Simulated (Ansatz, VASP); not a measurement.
# ZnO: VASP beside Ansatz

The input POSCAR:

```
ZnO
1.0
    3.2373510235      0.0000000000      0.0000000000
   -1.6186755117      2.8036282273      0.0000000000
    0.0000000000      0.0000000000      5.2220613000
Zn O
2 2
Direct
    0.6666666667      0.3333333333      0.5005917000
    0.3333333333      0.6666666667      0.0005917000
    0.6666666667      0.3333333333      0.8797183000
    0.3333333333      0.6666666667      0.3797183000
```

The input INCAR.step1:

```
SYSTEM = ZnO
PREC     = Accurate       ! precision mode
ENCUT    = 520            ! plane-wave cutoff, eV
ISMEAR   = -1             ! smearing method
SIGMA    = 0.01           ! smearing width, eV
LREAL    = .FALSE.        ! projectors in reciprocal space
LASPH    = .TRUE.         ! aspherical terms in the spheres
NELM     = 100            ! most SCF steps
NBANDS   = 26             ! bands
GGA      = PE             ! functional
ALGO     = Normal         ! electronic algorithm
EDIFF    = 1E-4           ! SCF threshold, eV
LWAVE    = .TRUE.         ! write WAVECAR
LCHARG   = .FALSE.        ! write CHGCAR
```

INCAR.step2

```
SYSTEM = ZnO
PREC     = Accurate       ! precision mode
ENCUT    = 520            ! plane-wave cutoff, eV
EDIFF    = 1E-8           ! SCF threshold, eV
ISMEAR   = -1             ! smearing method
SIGMA    = 0.01           ! smearing width, eV
LREAL    = .FALSE.        ! projectors in reciprocal space
LASPH    = .TRUE.         ! aspherical terms in the spheres
NELM     = 100            ! most SCF steps
ALGO     = Normal         ! electronic algorithm
ISIF     = 2              ! what is computed and relaxed
LWAVE    = .FALSE.        ! write WAVECAR
LCHARG   = .FALSE.        ! write CHGCAR
METAGGA  = R2SCAN         ! meta-GGA
LMIXTAU  = .TRUE.       
LEFG     = .TRUE.       
NBANDS   = 26             ! bands
ISTART   = 1
```

KPOINTS

```
regular mesh
0
G
  12 12 7
  0 0 0
```

Input for Ansatz:

```yaml
crystal:
  lattice:
    - [3.2373510235, 0.0, 0.0]
    - [-1.6186755117, 2.8036282273, 0.0]
    - [0.0, 0.0, 5.2220613]
  atoms:
    - { symbol: Zn, position: [0.6666666667, 0.3333333333, 0.5005917] }
    - { symbol: Zn, position: [0.3333333333, 0.6666666667, 0.0005917] }
    - { symbol: O, position: [0.6666666667, 0.3333333333, 0.8797183] }
    - { symbol: O, position: [0.3333333333, 0.6666666667, 0.3797183] }
kpoints:
  mp_grid: { grid: [12, 12, 7] }
scf:
  occupations: { method: fermi_dirac, width: 0.01 }
hamiltonian:
  xc: r2scan
  pseudopotentials: { kind: paw }
output:
  forces: true
  stress: true
  populations: true
  efg:
    quadrupole_moments_barn: { Zn: 0.122, O: -0.02558 }
    contact_densities: true
  write_density: true
  write_potential: true
  elf: true
  volumetric_format: npy
```

Alike in both runs: task electric field gradients; functional r2SCAN; k mesh 12 × 12 × 7; occupations fermi-dirac, width 0.01 eV; no spin polarisation.

```csv
,VASP,Ansatz
version,VASP 6.6.1,Ansatz 0.2.0
potentials or method,"VASP PAW PBE potentials, release 64 (Zn, O)","plane-wave PAW, scalar-relativistic"
plane-wave cutoff (eV),520,500
valence electrons in the cell,36,36
```

|  | VASP | Ansatz | Ansatz less VASP |
| --- | --- | --- | --- |
| gap on the k mesh at the Fermi level (eV) | 1.23 | 1.23 | +0.003 |
| pressure (GPa) | 0.5 | -0.5 | -0.99 |
| rms of the force components (eV/Å) | 0.011 | 0.003 | -0.0078 |
| size of Vzz on the site where it differs most (V/Å²) | 4.3 | 4.2 | -0.09 |

VASP's potentials were made for PBE, not for r2SCAN. Atom by atom the forces differ by 0.008 eV/Å (rms over components). The functional is the same, so the differences come from potentials, cutoffs and numerics.
